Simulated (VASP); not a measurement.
A run of VASP 6.6.1 is set up as follows.

File INCAR:

```
SYSTEM = Ir
PREC = Accurate ; ENCUT = 500
EDIFF = 1E-6 ; ISMEAR = 0
SIGMA = 0.05 ; LREAL = .FALSE.
LASPH = .TRUE. ; NELM = 120
ALGO = Normal ; ISIF = 2
LWAVE = .FALSE. ; LCHARG = .FALSE.
GGA = CA ; NBANDS = 10
GGA_COMPAT = .FALSE.
```

The input KPOINTS:

```
Automatic mesh
0
G
  18 18 18
  0 0 0
```

Contents of POSCAR:

```
Ir
1.0
    0.0000000000      1.8817618273      1.8817618273
    1.8817618273      0.0000000000      1.8817618273
    1.8817618273      1.8817618273      0.0000000000
Ir
1
Direct
    0.0000000000      0.0000000000      0.0000000000
```

Potentials or basis: VASP PAW LDA potentials, release 64 (Ir).

Run with:

```bash
$ cat potpaw_LDA.64/Ir/POTCAR > POTCAR
$ mpirun -np 1 vasp_std > vasp.out
```

Task: Predict the band gap on the k mesh.

Result: Zero (an odd number of electrons rules out a gap without spin polarisation).

Task: What does it give for the pressure?

Result: 19.8 GPa.

Caveat: the cell stands under pressure; spin-orbit coupling is left out, which moves the levels of the heavy elements.
